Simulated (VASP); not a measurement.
# MgZn4O (I-42m) in VASP: single point with PBE

Aim: the single point of MgZn4O with PBE.

All numbers are computed with VASP 6.6.1; they aren't measurements. Logs are shortened: lines on timing, memory, paths and dates and some standing lists are left out, and cuts for length are marked.

### 1 The cell of the first run

The structure is tetragonal, space group I-42m (No. 121). The conventional cell has a = 5.026 Å, b = 5.026 Å, c = 8.171 Å, α = 90.00°, β = 90.00°, γ = 90.00°. Within 3.6 Å of Mg (site symmetry -42m) lie 8 Zn at 2.74 to 2.84 Å and 4 O at 3.55 Å. Within 2.7 Å of Zn (site symmetry m) lie 1 O at 2.04 Å and 1 Zn at 2.62 Å. O (site symmetry -42m) has 4 Zn at 2.04 Å within 2.7 Å.

### 2 Single point, PBE

The input, INCAR:

```
SYSTEM = MgZn4O
PREC = Accurate
ENCUT = 520
EDIFF = 1E-7
ISMEAR = 0
SIGMA = 0.2
LREAL = .False.
LASPH = .True.
NELM = 60
ALGO = Normal
ISIF = 2
LWAVE = .False.
LCHARG = .False.
GGA = PE
NBANDS = 37
```

The input, KPOINTS:

```
regular mesh
0
Gamma
  5 5 5
  0 0 0
```

The input, POSCAR:

```
MgZn4O
1.0
   -2.5128238351      2.5128238351      4.0853893422
    2.5128238351     -2.5128238351      4.0853893422
    2.5128238351      2.5128238351     -4.0853893422
Mg Zn O
1 4 1
Direct
    0.5000000000      0.5000000000      0.0000000000
    0.6243835637      0.6243835637      0.6317025424
    1.0073189787      0.3756164363      0.0000000000
   -0.0073189787     -0.0073189787      0.3682974576
    0.3756164363      1.0073189787      0.0000000000
    0.0000000000      0.0000000000      0.0000000000
```

Potentials or basis: VASP PAW PBE potentials, release 64 (Mg, Zn, O).

Run with:

```
> cat potpaw_PBE.64/Mg/POTCAR potpaw_PBE.64/Zn/POTCAR potpaw_PBE.64/O/POTCAR > POTCAR
> mpirun -np 1 vasp_std > vasp.out
```

OUTCAR:

```text
SYSTEM = MgZn4O
   PREC = Accurate
   ENCUT = 520
   EDIFF = 1E-7
   ISMEAR = 0
   LREAL = .False.
   LASPH = .True.
   NELM = 60
   ISIF = 2
   GGA = PE

 ion  position               nearest neighbor table
   1  0.500  0.500  0.000-   2 2.74   5 2.74   3 2.74   4 2.74   3 2.84   4 2.84   5 2.84   2 2.84

   2  0.624  0.624  0.632-   6 2.04   4 2.62   1 2.74   3 2.77   5 2.77   5 2.77   3 2.77   1 2.84

   3  0.007  0.376  0.000-   6 2.04   5 2.62   1 2.74   2 2.77   4 2.77   4 2.77   2 2.77   1 2.84

   4  0.993  0.993  0.368-   6 2.04   2 2.62   1 2.74   3 2.77   5 2.77   3 2.77   5 2.77   1 2.84

   5  0.376  0.007  0.000-   6 2.04   3 2.62   1 2.74   4 2.77   2 2.77   4 2.77   2 2.77   1 2.84

   6  0.000  0.000  0.000-   2 2.04   3 2.04   4 2.04   5 2.04

  LATTYP: Found a body centered tetragonal cell.
 ALAT       =     5.0256476702
 C/A-ratio  =     1.6258160581

  Lattice vectors:

 A1 = (  -2.5128238351,   2.5128238351,   4.0853893422)
 A2 = (   2.5128238351,  -2.5128238351,   4.0853893422)
 A3 = (   2.5128238351,   2.5128238351,  -4.0853893422)

Analysis of symmetry for initial positions (statically):
=====================================================================
 Subroutine PRICEL returns:
 Original cell was already a primitive cell.

 Routine SETGRP: Setting up the symmetry group for a
 body centered tetragonal supercell.

 Subroutine GETGRP returns: Found  8 space group operations
 (whereof  8 operations were pure point group operations)
 out of a pool of 16 trial point group operations.

The static configuration has the point symmetry D_2d.

Analysis of symmetry for dynamics (positions and initial velocities):
=====================================================================
 Subroutine PRICEL returns:
 Original cell was already a primitive cell.

 Routine SETGRP: Setting up the symmetry group for a
 body centered tetragonal supercell.

 Subroutine GETGRP returns: Found  8 space group operations
 (whereof  8 operations were pure point group operations)
 out of a pool of 16 trial point group operations.

The dynamic configuration has the point symmetry D_2d.

 Subroutine INISYM returns: Found  8 space group operations
 (whereof  8 operations are pure point group operations),
 and found     1 'primitive' translations

----------------------------------------------------------------------------------------

                                     Primitive cell

  volume of cell :     103.1852

  direct lattice vectors                    reciprocal lattice vectors
    -2.512823835  2.512823835  4.085389342     0.000000000  0.198979329  0.122387356
     2.512823835 -2.512823835  4.085389342     0.198979329  0.000000000  0.122387356
     2.512823835  2.512823835 -4.085389342     0.198979329  0.198979329  0.000000000

  length of vectors
     5.414699745  5.414699745  5.414699745     0.233605304  0.233605304  0.281399265

  position of ions in fractional coordinates (direct lattice)
     0.500000000  0.500000000  0.000000000
     0.624383564  0.624383564  0.631702542
     0.007318979  0.375616436  0.000000000
     0.992681021  0.992681021  0.368297458
     0.375616436  0.007318979  0.000000000
     0.000000000  0.000000000  0.000000000

  ion indices of the primitive-cell ions
   primitive index   ion index
                 1           1
                 2           2
                 3           3
                 4           4
                 5           5
                 6           6

----------------------------------------------------------------------------------------

 KPOINTS: regular mesh

Automatic generation of k-mesh.
 Grid dimensions read from file:
 generate k-points for:    5    5    5

 Generating k-lattice:

  Cartesian coordinates                     Fractional coordinates (reciprocal lattice)
     0.000000000  0.039795866  0.024477471     0.200000000 -0.000000000  0.000000000
     0.039795866  0.000000000  0.024477471    -0.000000000  0.200000000  0.000000000
     0.039795866  0.039795866  0.000000000     0.000000000  0.000000000  0.200000000

  Length of vectors
     0.046721061  0.046721061  0.056279853

  Shift w.r.t. Gamma in fractional coordinates (k-lattice)
     0.000000000  0.000000000  0.000000000

 Subroutine IBZKPT returns following result:
 ===========================================

 Found     18 irreducible k-points:

 Following reciprocal coordinates:
            Coordinates               Weight
  0.000000  0.000000  0.000000      1.000000
  0.200000 -0.000000  0.000000      8.000000
  0.400000  0.000000 -0.000000      8.000000
  0.200000  0.200000  0.000000      8.000000
  0.400000  0.200000  0.000000     16.000000
 -0.400000  0.200000  0.000000     16.000000
[... 10 lines left out ...]
 -0.400000  0.400000  0.400000      4.000000
 -0.400000 -0.400000  0.400000      2.000000
   k-points           NKPTS =     18   k-points in BZ     NKDIM =     18   number of bands    NBANDS=     37
   number of dos      NEDOS =    301   number of ions     NIONS =      6
   total plane-waves  NPLWV =  64000
   dimension x,y,z NGX =    40 NGY =   40 NGZ =   40
   dimension x,y,z NGXF=    80 NGYF=   80 NGZF=   80
   ions per type =               1   4   1
   NGX,Y,Z   is equivalent  to a cutoff of  12.28, 12.28, 12.28 a.u.
   NGXF,Y,Z  is equivalent  to a cutoff of  24.56, 24.56, 24.56 a.u.
 SYSTEM =  MgZn4O
   PREC   = accura    normal or accurate (medium, high low for compatibility)
   ISTART =      0    job   : 0-new  1-cont  2-samecut
   ICHARG =      2    charge: 1-file 2-atom 10-const
   ISPIN  =      1    spin polarized calculation?
   LNONCOLLINEAR =      F non collinear calculations
   LSORBIT =      F    spin-orbit coupling
   LASPH  =      T    aspherical Exc in radial PAW
   ENCUT  =  520.0 eV  38.22 Ry    6.18 a.u.  10.07 10.07 10.07*2*pi/ulx,y,z
   NELM   =     60;   NELMIN=  2; NELMDL= -5     # of ELM steps
   EDIFF  = 0.1E-06   stopping-criterion for ELM
   LREAL  =      F    real-space projection
   EDIFFG = 0.1E-05   stopping-criterion for IOM
   NSW    =      0    number of steps for IOM
   IBRION =     -1    ionic relax: 0-MD 1-quasi-New 2-CG
   NFREE  =      0    steps in history (QN), initial steepest desc. (CG)
   ISIF   =      2    stress and relaxation
   ISYM   =      2    0-nonsym 1-usesym 2-fastsym
   POTIM  = 0.5000    time-step for ionic-motion
   TEBEG  =    0.0;   TEEND  =   0.0 temperature during run
   PSTRESS=    0.0 pullay stress
   NELECT =      56.0000    total number of electrons
   NUPDOWN=      -1.0000    fix difference up-down
   EMIN   =  10.00;   EMAX   =-10.00  energy-range for DOS
   EFERMI =   0.00;   METHOD = LEGACY
   ISMEAR =     0;   SIGMA  =   0.20  broadening in eV -4-tet -1-fermi 0-gaus
   EFERMI_NEDOS =   21; number of points for ismear=-14 and -15
   IALGO  =     38    algorithm
   IMIX   =      4    mixing-type and parameters
     AMIX     =   0.40;   BMIX     =  1.00
     AMIX_MAG =   1.60;   BMIX_MAG =  1.00
  volume/ion in A,a.u.               =      17.20       116.05
  Fermi-wavevector in a.u.,A,eV,Ry     =   1.335360  2.523464 24.261719  1.783186
  Thomas-Fermi vector in A             =   2.464070
   LORBIT       =      0    0 simple, 1 ext, 2 COOP (PROOUT), +10 PAW based schemes
   GGA     = PE    functional components
   LHFCALC =     F    Hartree Fock is set to
   AEXX    =    0.0000 exact exchange contribution
   IVDW    =     0    specifies the selected vdW correction
   LEPSILON=     F    determine dielectric tensor
   LRPA    =     F    only Hartree local field effects (RPA)
 non-spin polarized calculation
 Gauss-broadening in eV      SIGMA  =   0.20
  energy-cutoff  :      520.00
  volume of cell :      103.19
 maximum number of plane-waves:      2791
   NGX = 21   NGY = 21   NGZ = 21

 number of electron      56.0000005 magnetization

 Free energy of the ion-electron system (eV)
  ---------------------------------------------------
  ext. energy  EPLUGINS =         0.00000000
  ---------------------------------------------------
  free energy    TOTEN  =       -12.33469666 eV

  energy without entropy =      -12.30680394  energy(sigma->0) =      -12.32075030

 E-fermi :   1.9484     XC(G=0): -10.0393

 val. band max:        1.8284503307   @ k =   0.2000   0.2000   0.0000
 cond. band min:       1.9857474816   @ k =  -0.2000  -0.2000   0.2000
 fundamental gap:      0.1572971509
 Fermi energy:         1.9483885386

 k-point     1 :       0.0000    0.0000    0.0000
  band No.  band energies     occupation
      1     -16.6392      2.00000
      2      -6.0832      2.00000
      3      -5.8481      2.00000
      4      -5.3488      2.00000
      5      -5.3488      2.00000
      6      -5.3268      2.00000
[... 29 lines left out ...]
     36       7.3358      0.00000
     37       8.1673      0.00000

 k-point     2 :       0.2000   -0.0000    0.0000
  band No.  band energies     occupation
      1     -16.6301      2.00000
      2      -6.0897      2.00000
      3      -5.8006      2.00000
      4      -5.4128      2.00000
      5      -5.3387      2.00000
      6      -5.2907      2.00000
[... 29 lines left out ...]
     36       7.8310      0.00000
     37       8.5843      0.00000

 k-point     3 :       0.4000    0.0000   -0.0000
  band No.  band energies     occupation
      1     -16.6150      2.00000
      2      -6.1785      2.00000
      3      -5.5879      2.00000
      4      -5.4327      2.00000
      5      -5.3935      2.00000
      6      -5.3414      2.00000
[... 29 lines left out ...]
     36       8.7690      0.00000
     37       9.9735      0.00000
[... 521 lines left out ...]
 k-point    17 :      -0.4000    0.4000    0.4000
  band No.  band energies     occupation
      1     -16.5989      2.00000
      2      -6.5188      2.00000
      3      -5.5367      2.00000
      4      -5.5307      2.00000
      5      -5.5133      2.00000
      6      -5.2914      2.00000
[... 29 lines left out ...]
     36       9.1270      0.00000
     37      10.3428      0.00000

 k-point    18 :      -0.4000   -0.4000    0.4000
  band No.  band energies     occupation
      1     -16.6009      2.00000
      2      -6.5877      2.00000
      3      -5.5516      2.00000
      4      -5.5289      2.00000
      5      -5.5289      2.00000
      6      -5.2477      2.00000
[... 29 lines left out ...]
     36       8.3781      0.00000
     37       9.4449      0.00000

------------------------ aborting loop because EDIFF is reached ----------------------------------------

  FORCE on cell =-STRESS in cart. coord.  units (eV):
  Direction    XX          YY          ZZ          XY          YZ          ZX
  --------------------------------------------------------------------------------------
  -------------------------------------------------------------------------------------
  Total        0.1088878      0.1088878      0.2132245      0.0000000      0.0000000      0.0000000
  in kB        1.6907215      1.6907215      3.3107789      0.0000000      0.0000000      0.0000000
  external PRESSURE =       2.2307406 kB  Pullay stress =       0.0000000 kB

 VOLUME and BASIS-vectors are now :
 -----------------------------------------------------------------------------
  energy-cutoff  :      520.00
  volume of cell :      103.19
      direct lattice vectors                 reciprocal lattice vectors
    -2.512823835  2.512823835  4.085389342     0.000000000  0.198979329  0.122387356
     2.512823835 -2.512823835  4.085389342     0.198979329  0.000000000  0.122387356
     2.512823835  2.512823835 -4.085389342     0.198979329  0.198979329  0.000000000

 POSITION                                       TOTAL-FORCE (eV/Angst)
 -----------------------------------------------------------------------------------
      0.00000      0.00000      4.08539         0.000000      0.000000     -0.000000
      1.58736      1.58736      2.52095        -0.027404     -0.027404     -0.035008
      0.92547     -0.92547      1.56444         0.027404     -0.027404      0.035008
      0.92547      0.92547      6.60634         0.027404      0.027404     -0.035008
     -0.92547      0.92547      1.56444        -0.027404      0.027404      0.035008
      0.00000      0.00000      0.00000         0.000000      0.000000     -0.000000
 -----------------------------------------------------------------------------------
    total drift:                               -0.000022     -0.000022     -0.000023

  FREE ENERGIE OF THE ION-ELECTRON SYSTEM (eV)
  ---------------------------------------------------
  free  energy   TOTEN  =       -12.3346966591 eV

  energy  without entropy=      -12.3068039390  energy(sigma->0) =      -12.32075030
```

It took 91 s on 1 thread of AMD EPYC 7R43 (Zen 3), shared host; peak memory 0.23 GiB.

Results:

```
Free energy            : -12.3347 eV
Pressure               : 0.2 GPa
Largest force          : 0.052 eV/Å
Band gap on the k mesh : zero (band 28 reaches 1.99 eV, above the bottom of band 29 at 1.73 eV)
```

Forces on the atoms (eV/Å):
```
Mg   0.000  0.000  0.000
Zn  -0.027 -0.027 -0.035
Zn   0.027 -0.027  0.035
Zn   0.027  0.027 -0.035
Zn  -0.027  0.027  0.035
O    0.000  0.000  0.000
```

Stress tensor (GPa, compression positive):
```
0.17 0.00 0.00
0.00 0.17 0.00
0.00 0.00 0.33
```
